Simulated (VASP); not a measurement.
Runs of VASP 6.6.1 on Te2Mo. The structure is that of space group P-6m2 (No. 187), or close to it. The cells are those of the table. 

```csv
level,cell,smearing,gap on the mesh (eV),pressure (GPa),largest force (eV/Å)
r2SCAN,"a = 3.517, b = 3.517, c = 7.782 Å, angles 90.0, 90.0, 120.0°, 3 atoms",gaussian 0.01 eV,1.13,1.8,0.01
r2SCAN,"a = 3.537, b = 3.578, c = 7.827 Å, angles 90.0, 90.0, 121.1°, 3 atoms",gaussian 0.01 eV,1.14,1.2,0.01
PBE,"a = 3.618, b = 3.618, c = 7.827 Å, angles 90.0, 90.0, 120.0°, 3 atoms",fermi-dirac 0.02 eV,0.83,-0.3,0.20
PBE,"a = 3.517, b = 3.517, c = 7.782 Å, angles 90.0, 90.0, 120.0°, 3 atoms",fermi-dirac 0.02 eV,(b),(a),0.21
PBE,"a = 3.537, b = 3.578, c = 7.827 Å, angles 90.0, 90.0, 121.1°, 3 atoms",fermi-dirac 0.02 eV,(c),1.8,0.21
```

Alike in all rows: task single point; potentials or basis VASP PAW PBE potentials, release 64 (Te, Mo_sv); no spin polarisation; k mesh 12 × 12 × 4; cutoff (eV) 520.

Fill in the values left out.

(a) 2.5; (b) 1.04; (c) 1.05.

Caveats: spin-orbit coupling is left out, which moves the levels of the heavy elements; this functional lacks dispersion, which binds the layers, so the pressure and a relaxed spacing across them are unreliable (some runs); the PAW data sets were made with another functional, which shifts forces and pressure a little (some runs).

A k mesh can miss the band edges, and the runs leave out spin-orbit coupling on Mo, Te.
